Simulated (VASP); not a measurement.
# Ag12HCl in VASP: single point with PBE

Aim: the single point of Ag12HCl with PBE.

Everything below comes from runs of VASP 6.6.1. Logs are shortened: lines on timing, memory, paths and dates and some standing lists are left out, and cuts for length are marked.

## (1) The cell of the first run

The cell holds a slab with vacuum, 14 atoms: a = 5.865 Å, b = 5.865 Å, c = 24.072 Å, α = 90.00°, β = 90.00°, γ = 120.00°.

## (2) Single point, PBE

INCAR reads:

```
ALGO = Normal ; DIPOL = 0.5 0.5 0.468
EDIFF = 1E-6 ; ENCUT = 520
GGA = PE ; IDIPOL = 3
ISIF = 2 ; ISMEAR = 0
LASPH = T ; LCHARG = T
LDIPOL = T ; LELF = T
LREAL = F ; LVACPOTAV = T
LVHAR = T ; LWAVE = F
NBANDS = 83 ; NELM = 80
PREC = Accurate ; SIGMA = 0.1
```

KPOINTS reads:

```
k-points
0
Gamma
  4 4 1
```

POSCAR reads:

```
Ag12HCl
1.0
    5.8650143192      0.0000000000      0.0000000000
   -2.9325071596      5.0792513940      0.0000000000
    0.0000000000      0.0000000000     24.0715641388
Ag Cl H
12 1 1
Direct
    0.3333333333      0.1666666667      0.3323423419
    0.3333333333      0.6666666667      0.3323423419
    0.8333333334      0.1666666667      0.3323423419
    0.8333333333      0.6666666667      0.3323423419
    0.6667521428      0.3335042855      0.4301141495
    0.6665849100      0.8333199646      0.4300938847
    0.1667927546      0.3335855093      0.4301040573
    0.1667350546      0.8333199646      0.4300938847
    0.0000460357      0.5001432445      0.5279157741
    0.0001043583      0.0002087167      0.5277548219
    0.5000972088      0.5001432445      0.5279157741
    0.5001475222      0.0002950444      0.5278386199
    0.3071520765      0.6143041529      0.6981303494
    0.1801748569      0.3603497139      0.6992034418
```

Potentials or basis: VASP PAW PBE potentials, release 64 (Ag, Cl, H).

On the command line:

```sh
cat potpaw_PBE.64/Ag/POTCAR potpaw_PBE.64/Cl/POTCAR potpaw_PBE.64/H/POTCAR > POTCAR
mpirun -np 1 vasp_std > vasp.out
```

OUTCAR:

```text
EDIFF = 1E-6
   ENCUT = 520
   GGA = PE
   ISIF = 2
   ISMEAR = 0
   LASPH = T
   LREAL = F
   NELM = 80
   PREC = Accurate

 ion  position               nearest neighbor table
   1  0.333  0.167  0.332-   8 2.90   7 2.90   5 2.90   3 2.93   4 2.93   2 2.93   2 2.93   4 2.93
                             3 2.93
   2  0.333  0.667  0.332-   7 2.90   8 2.90   6 2.90   3 2.93   4 2.93   4 2.93   1 2.93   1 2.93
                             3 2.93
   3  0.833  0.167  0.332-   6 2.90   7 2.90   5 2.90   1 2.93   2 2.93   4 2.93   4 2.93   2 2.93
                             1 2.93
   4  0.833  0.667  0.332-   5 2.90   6 2.90   8 2.90   3 2.93   2 2.93   2 2.93   1 2.93   1 2.93
                             3 2.93
   5  0.667  0.334  0.430-  12 2.90   4 2.90   3 2.90   1 2.90   9 2.90  11 2.90   8 2.93   6 2.93
                             7 2.93   7 2.93   6 2.93   8 2.93
   6  0.667  0.833  0.430-  10 2.90   2 2.90   3 2.90  12 2.90   4 2.90  11 2.90   7 2.93   8 2.93
                             5 2.93   5 2.93   8 2.93   7 2.93
   7  0.167  0.334  0.430-  10 2.90   2 2.90   3 2.90   1 2.90   9 2.90  11 2.90   8 2.93   6 2.93
                             5 2.93   5 2.93   6 2.93   8 2.93
   8  0.167  0.833  0.430-  10 2.90   2 2.90   1 2.90  12 2.90   4 2.90   9 2.90   7 2.93   6 2.93
                             5 2.93   5 2.93   6 2.93   7 2.93
   9  0.000  0.500  0.528-   5 2.90   8 2.90   7 2.90  12 2.93  11 2.93  10 2.93  10 2.93  11 2.93
                            12 2.93
  10  0.000  0.000  0.528-   7 2.90   6 2.90   8 2.90   9 2.93  11 2.93  12 2.93  12 2.93  11 2.93
                             9 2.93
  11  0.500  0.500  0.528-   5 2.90   6 2.90   7 2.90  12 2.93   9 2.93  10 2.93  10 2.93   9 2.93
                            12 2.93
  12  0.500  0.000  0.528-   5 2.90   6 2.90   8 2.90   9 2.93  11 2.93  10 2.93  10 2.93  11 2.93
                             9 2.93
  13  0.307  0.614  0.698-  14 1.29
  14  0.180  0.360  0.699-  13 1.29

  LATTYP: Found a hexagonal cell.
 ALAT       =     5.8650143192
 C/A-ratio  =     4.1042634900

  Lattice vectors:

 A1 = (   5.8650143192,   0.0000000000,   0.0000000000)
 A2 = (  -2.9325071596,   5.0792513940,   0.0000000000)
 A3 = (   0.0000000000,   0.0000000000,  24.0715641388)

Analysis of symmetry for initial positions (statically):
=====================================================================
 Subroutine PRICEL returns:
 Original cell was already a primitive cell.

 Routine SETGRP: Setting up the symmetry group for a
 hexagonal supercell.

 Subroutine GETGRP returns: Found  2 space group operations
 (whereof  2 operations were pure point group operations)
 out of a pool of 24 trial point group operations.

The static configuration has the point symmetry C_1h.
[... 142 lines left out ...]
  Thomas-Fermi vector in A             =   2.078024
   LORBIT       =      0    0 simple, 1 ext, 2 COOP (PROOUT), +10 PAW based schemes
   GGA     = PE    functional components
   LHFCALC =     F    Hartree Fock is set to
   AEXX    =    0.0000 exact exchange contribution
   IVDW    =     0    specifies the selected vdW correction
   LEPSILON=     F    determine dielectric tensor
   LRPA    =     F    only Hartree local field effects (RPA)
 non-spin polarized calculation
 Gauss-broadening in eV      SIGMA  =   0.10
  energy-cutoff  :      520.00
  volume of cell :      717.09
 maximum number of plane-waves:     19327
 NGX is ok and might be reduce to    48
   NGX = 21   NGY = 21   NGZ = 89

 number of electron     140.0000029 magnetization

 dipolmoment           0.000000      0.000000     -0.012216 electrons x Angstroem

 Free energy of the ion-electron system (eV)
  ---------------------------------------------------
  ext. energy  EPLUGINS =         0.00000000
  ---------------------------------------------------
  free energy    TOTEN  =       -35.82017077 eV

  energy without entropy =      -35.75673005  energy(sigma->0) =      -35.78845041

 E-fermi :  -0.4469     XC(G=0):  -4.7726

 val. band max:       -0.4609997744   @ k =   0.0000   0.2500   0.0000
 cond. band min:      -0.4205527004   @ k =   0.2500   0.2500   0.0000
 fundamental gap:      0.0404470741
 Fermi energy:        -0.4469335872

 k-point     1 :       0.0000    0.0000    0.0000
  band No.  band energies     occupation
      1     -17.3961      2.00000
      2      -7.9307      2.00000
      3      -7.3075      2.00000
      4      -6.3694      2.00000
      5      -6.3480      2.00000
      6      -6.3477      2.00000
[... 584 lines left out ...]
     81       4.2578      0.00000
     82       4.6408      0.00000
 [bands above 82 left out]

------------------------ aborting loop because EDIFF is reached ----------------------------------------

  FORCE on cell =-STRESS in cart. coord.  units (eV):
  Direction    XX          YY          ZZ          XY          YZ          ZX
  --------------------------------------------------------------------------------------
  -------------------------------------------------------------------------------------
  Total       -1.9189903     -2.1150168     -0.2531392      0.0000000     -0.0078212      0.0000000
  in kB       -4.2875605     -4.7255385     -0.5655837      0.0000000     -0.0174748      0.0000000
  external PRESSURE =      -3.1928942 kB  Pullay stress =       0.0000000 kB

 VOLUME and BASIS-vectors are now :
 -----------------------------------------------------------------------------
  energy-cutoff  :      520.00
  volume of cell :      717.09
      direct lattice vectors                 reciprocal lattice vectors
     5.865014319  0.000000000  0.000000000     0.170502568  0.098439703  0.000000000
    -2.932507160  5.079251394  0.000000000     0.000000000  0.196879407  0.000000000
     0.000000000  0.000000000 24.071564139     0.000000000  0.000000000  0.041542793

 POSITION                                       TOTAL-FORCE (eV/Angst)
 -----------------------------------------------------------------------------------
      1.46625      0.84654      8.00000        -0.000264      0.000223      0.006338
     -0.00000      3.38617      8.00000        -0.000000      0.000201      0.002414
      4.39876      0.84654      8.00000         0.000264      0.000223      0.006338
      2.93251      3.38617      8.00000        -0.000000      0.000579      0.004874
      2.93251      1.69395     10.35352        -0.000000      0.000133     -0.000101
      1.46581      4.23264     10.35303         0.000026     -0.000230     -0.000033
     -0.00000      1.69436     10.35328        -0.000000      0.000246     -0.000280
     -1.46581      4.23264     10.35303        -0.000026     -0.000230     -0.000033
     -1.46640      2.54035     12.70776        -0.000253     -0.000058     -0.002345
     -0.00000      0.00106     12.70388        -0.000000     -0.000467     -0.003921
      1.46640      2.54035     12.70776         0.000253     -0.000058     -0.002345
      2.93251      0.00150     12.70590        -0.000000      0.000800     -0.004825
      0.00000      3.12021     16.80509        -0.000000     -0.130479      0.003437
     -0.00000      1.83031     16.83092        -0.000000      0.129116     -0.009517
 -----------------------------------------------------------------------------------
    total drift:                               -0.000001      0.000024     -0.001942

  FREE ENERGIE OF THE ION-ELECTRON SYSTEM (eV)
  ---------------------------------------------------
  free  energy   TOTEN  =       -35.8201707663 eV

  energy  without entropy=      -35.7567300517  energy(sigma->0) =      -35.78845041

 vacuum level on the upper side and lower side of the slab         3.921         3.995
```

OSZICAR:

```text
N       E                     dE             d eps       ncg     rms          rms(c)
DAV:   1     0.892690835915E+03    0.89269E+03   -0.61238E+04  1162   0.141E+03
DAV:   2     0.127217514634E+02   -0.87997E+03   -0.83746E+03  1323   0.296E+02
DAV:   3    -0.373275709945E+02   -0.50049E+02   -0.49132E+02  1342   0.642E+01
DAV:   4    -0.383893702796E+02   -0.10618E+01   -0.10586E+01  1268   0.972E+00
[... 14 lines left out ...]
DAV:  19    -0.358201552429E+02   -0.26758E-04   -0.14935E-06   837   0.678E-03    0.120E-03
DAV:  20    -0.358201618416E+02   -0.65987E-05   -0.26925E-07   803   0.186E-03    0.129E-03
DAV:  21    -0.358201679796E+02   -0.61380E-05   -0.28098E-07   764   0.279E-03    0.416E-04
DAV:  22    -0.358201700414E+02   -0.20618E-05   -0.12229E-07   768   0.901E-04    0.241E-04
DAV:  23    -0.358201707663E+02   -0.72493E-06   -0.21537E-08   753   0.389E-04
   1 F= -.35820171E+02 E0= -.35788450E+02  d E =-.634407E-01
```

Run time: 21 min. Hardware: 1 thread of Intel Xeon Platinum 8559C (Emerald Rapids), shared host; peak memory 0.96 GiB.

Results:

```
Free energy            : -35.8202 eV
Largest force          : 0.131 eV/Å
Band gap on the k mesh : zero (bands 70 and 71 overlap by 0.44 eV)
```

Forces in eV/Å, atoms in the order of the input:
```
Ag   0.000  0.000  0.006
Ag   0.000  0.000  0.002
Ag   0.000  0.000  0.006
Ag   0.000  0.001  0.005
Ag   0.000  0.000  0.000
Ag   0.000  0.000  0.000
Ag   0.000  0.000  0.000
Ag   0.000  0.000  0.000
Ag   0.000  0.000 -0.002
Ag   0.000  0.000 -0.004
Ag   0.000  0.000 -0.002
Ag   0.000  0.001 -0.005
Cl   0.000 -0.130  0.003
H    0.000  0.129 -0.010
```

The gap in the log of VASP goes by the Fermi energy; the results here count the filled bands.